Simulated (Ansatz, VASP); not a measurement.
## Two plane-wave programs on Cd4Se3S

```
Cd Se S
1.0
    -3.06429    3.06429    6.12526
     3.06429   -3.06429    6.12526
     3.06429    3.06429   -6.12526
Cd Se S
4 3 1
Cartesian
  1.4869 1.4869 -1.4945
  -1.5774 1.5774 7.6198
  1.5774 1.5774 4.6307
  1.5774 -1.5774 7.6198
  0.0000 0.0000 6.1253
  3.0643 0.0000 3.0626
  0.0000 3.0643 3.0626
  0.0000 0.0000 0.0000
```

Alike in both runs: task single point; functional PBE; k mesh 4 × 4 × 4; occupations gaussian, width 0.1 eV; no spin polarisation.

|  | VASP | Ansatz |
| --- | --- | --- |
| version | VASP 6.6.1 | Ansatz 0.2.0 |
| potentials or method | VASP PAW PBE potentials, release 64 (Cd, Se, S), cutoff 520 eV | scalar-relativistic, plane waves, PAW |
| valence electrons in the cell | 72 | 134 |

```csv
,VASP,Ansatz,Ansatz less VASP
gap on the k mesh at the Fermi level (eV),0.61,0.61,0.000
least direct gap on the mesh (eV),0.61,0.61,0.000
pressure (GPa),0.3,0.0,-0.26
```

VASP's potentials hold 72 valence electrons a cell and Ansatz's 134, so a difference there can come from the potentials and not from the codes.
